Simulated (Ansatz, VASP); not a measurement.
# Two plane-wave programs on Co

The input INCAR:

```
ALGO     = Normal         # electronic algorithm
EDIFF    = 1E-7           # SCF threshold, eV
ENCUT    = 520            # plane-wave cutoff, eV
GGA      = PE             # functional
ISIF     = 2              # what is computed and relaxed
ISMEAR   = 0              # smearing method
ISPIN    = 2              # spin polarisation
ISYM     = 0            
LASPH    = T              # aspherical terms in the spheres
LCHARG   = F              # write CHGCAR
LDAU     = T              # DFT+U
LDAUJ    = 0            
LDAUL    = 2              # shell
LDAUPRINT= 1            
LDAUTYPE = 2            
LDAUU    = 3.32           # U, eV
LMAXMIX  = 4              # l up to which the mixer works
LORBIT   = 11             # projections on sites
LREAL    = F              # projectors in reciprocal space
LWAVE    = F              # write WAVECAR
MAGMOM   = 2.04 2.04      # initial moments
NBANDS   = 20             # bands
NELM     = 150            # most SCF steps
PREC     = Accurate       # precision mode
SIGMA    = 0.05           # smearing width, eV
```

Contents of KPOINTS:

```
k-points
0
Gamma
  12 12 6
```

POSCAR

```
Co
1.0
    0.0000000000      1.7945000000      1.7945000000
    1.7945000000      0.0000000000      1.7945000000
    3.5890000000      3.5890000000      0.0000000000
Co
2
Direct
    0.0000000000      0.0000000000      0.0000000000
    0.0000000000      0.0000000000      0.5000000000
```

Input for Ansatz:

```yaml
crystal:
  lattice:
    - [0.0, 1.7945, 1.7945]
    - [1.7945, 0.0, 1.7945]
    - [3.589, 3.589, 0.0]
  atoms:
    - { symbol: Co, position: [0.0, 0.0, 0.0], spin: 3.0 }
    - { symbol: Co, position: [0.0, 0.0, 0.5], spin: 3.0 }
  symmetry: { detect: false, time_reversal: true }
magnetization:
  spin_polarized: true
hamiltonian:
  xc: pbe
  pseudopotentials: { kind: paw }
  hubbard:
    sites:
      - { site: 0, l: d, u_eff: 3.32, starting_ns: [{ spin: up, occupation_matrix: s0up }, { spin: down, occupation_matrix: s0down }] }
      - { site: 1, l: d, u_eff: 3.32, starting_ns: [{ spin: up, occupation_matrix: s1up }, { spin: down, occupation_matrix: s1down }] }
    occupation_matrices:
      s0up:
        matrix:
          - [0.999999, 0.0, 0.0, 0.0, 0.0]
          - [0.0, 0.999999, 0.0, 0.0, 0.0]
          - [0.0, 0.0, 0.999999, 0.0, 0.0]
          - [0.0, 0.0, 0.0, 0.999999, 0.0]
          - [0.0, 0.0, 0.0, 0.0, 0.999999]
      s0down:
        matrix:
          - [0.999999, 0.0, 0.0, 0.0, 0.0]
          - [0.0, 0.999999, 0.0, 0.0, 0.0]
          - [0.0, 0.0, 1.0e-06, 0.0, 0.0]
          - [0.0, 0.0, 0.0, 0.999999, 0.0]
          - [0.0, 0.0, 0.0, 0.0, 1.0e-06]
      s1up:
        matrix:
          - [0.999999, 0.0, 0.0, 0.0, 0.0]
          - [0.0, 0.999999, 0.0, 0.0, 0.0]
          - [0.0, 0.0, 0.999999, 0.0, 0.0]
          - [0.0, 0.0, 0.0, 0.999999, 0.0]
          - [0.0, 0.0, 0.0, 0.0, 0.999999]
      s1down:
        matrix:
          - [0.999999, 0.0, 0.0, 0.0, 0.0]
          - [0.0, 0.999999, 0.0, 0.0, 0.0]
          - [0.0, 0.0, 1.0e-06, 0.0, 0.0]
          - [0.0, 0.0, 0.0, 1.0e-06, 0.0]
          - [0.0, 0.0, 0.0, 0.0, 0.999999]
basis:
  ecutwfc: 420
kpoints:
  mp_grid: { grid: [12, 12, 6] }
scf:
  occupations: { method: gaussian, width: 0.05 }
  lower_state_search: "off"
  max_iter: 200
output:
  forces: true
  stress: true
```

Alike in both runs: task single point; functional PBE; k mesh 12 × 12 × 6; occupations gaussian, width 0.05 eV; collinear spin; Hubbard terms Co d U = 3.32 eV.

|  | VASP | Ansatz |
| --- | --- | --- |
| version | VASP 6.6.1 | Ansatz 0.2.0 |
| potentials or method | VASP PAW PBE potentials, release 64 (Co), cutoff 520 eV | PAW, plane waves, scalar-relativistic |
| valence electrons in the cell | 18 | 34 |

|  | VASP | Ansatz | Ansatz less VASP |
| --- | --- | --- | --- |
| pressure (GPa) | -4.6 | 8.4 | +13.04 |
| traceless stress, the component that is largest in VASP (GPa) | 0.00 | -0.17 | -0.170 |
| net moment per atom (μB) | 1.75 | 1.80 | +0.049 |
| size of the moment on the site where the two differ most (μB) | 1.83 | 1.85 | +0.028 |

Site moments also hang on the region over which each program counts them. The programs project onto different local orbitals, so the same U acts differently, and such runs can settle in different states. VASP's potentials hold 18 valence electrons a cell and Ansatz's 34, so a difference there can come from the potentials and not from the codes. Ansatz's warnings: filled band counts differ across k points, specified occupation not kept.
